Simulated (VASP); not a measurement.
A run of VASP 6.6.1 is set up as follows.

Contents of INCAR:

```
ALGO = Normal ; EDIFF = 1E-6
ENCUT = 520 ; GGA = PE
ISIF = 2 ; ISMEAR = -1
LASPH = T ; LCHARG = F
LREAL = F ; LWAVE = F
NBANDS = 32 ; NELM = 100
PREC = Accurate ; SIGMA = 0.1
```

The input KPOINTS:

```
k-points
0
Gamma
  5 5 5
```

The input POSCAR:

```
Sn3Se
1.0
    4.6118985307      0.0000000000      0.0000000000
    0.0000000000      4.6118985307      0.0000000000
    0.0000000000      0.0000000000      4.6118985307
Sn Se
3 1
Direct
    0.0000000000      0.5000000000      0.5000000000
    0.5000000000      0.0000000000      0.5000000000
    0.5000000000      0.5000000000      0.0000000000
    0.0000000000      0.0000000000      0.0000000000
```

Potentials or basis: VASP PAW PBE potentials, release 64 (Sn_d, Se).

Launch:

```sh
$ cat potpaw_PBE.64/Sn_d/POTCAR potpaw_PBE.64/Se/POTCAR > POTCAR
$ mpirun -np 1 vasp_std > vasp.out
```

What does it give for the band gap on the k mesh?

Zero (band 24 reaches 9.49 eV, above the bottom of band 25 at 7.76 eV).

What does it give for the pressure?

5.3 GPa.

Caveat: spin-orbit coupling is left out, which moves the levels of the heavy elements.
